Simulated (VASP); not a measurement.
Crystal: SiBiS.

```
CELL_PARAMETERS angstrom
3.42293 0.00000 0.00000
0.00000 3.42293 0.00000
0.00000 0.00000 5.74214
ATOMIC_POSITIONS crystal
Si 0.00000 0.00000 0.00000
Bi 0.00000 0.00000 0.50000
S 0.50000 0.50000 0.00000
```

The cell was generated, and may not be a known phase.

| Property | Result |
| --- | --- |
| Program | VASP 6.6.1 |
| Task | relaxation of cell and atoms |
| Functional | PBE |
| Potentials or basis | VASP PAW PBE potentials, release 64 (Si, Bi_d, S) |
| Cutoff | 600 eV |
| k mesh | 6 × 6 × 4 |
| Occupations | gaussian, width 0.1 eV |
| Spin | no spin polarisation |

At the start: pressure 0.3 GPa; volume 22.43 Å³/atom.

Task: How do energy, volume and symmetry change on relaxing?

Result: Over 3 steps the energy falls by 9.8 meV/atom and the volume is 22.60 Å³/atom (+0.8 %); space group P4/mmm (No. 123, to 0.1 Å) before and after.

Step by step:
| step | energy change (eV) | largest force (eV/Å) | pressure (GPa) | volume (Å³) |
| --- | --- | --- | --- | --- |
| 1 | 0.0000 | 0.0000 | 0.32 | 67.28 |
| 2 | -0.0279 | 0.0000 | 0.01 | 67.69 |
| 3 | -0.0294 | 0.0000 | 0.00 | 67.80 |

Final structure:
```
Si Bi S
1.0
     3.38447    0.00000    0.00000
     0.00000    3.38447    0.00000
     0.00000    0.00000    5.91901
Si Bi S
1 1 1
Direct
  0.00000 0.00000 0.00000
  0.00000 0.00000 0.50000
  0.50000 0.50000 0.00000
```
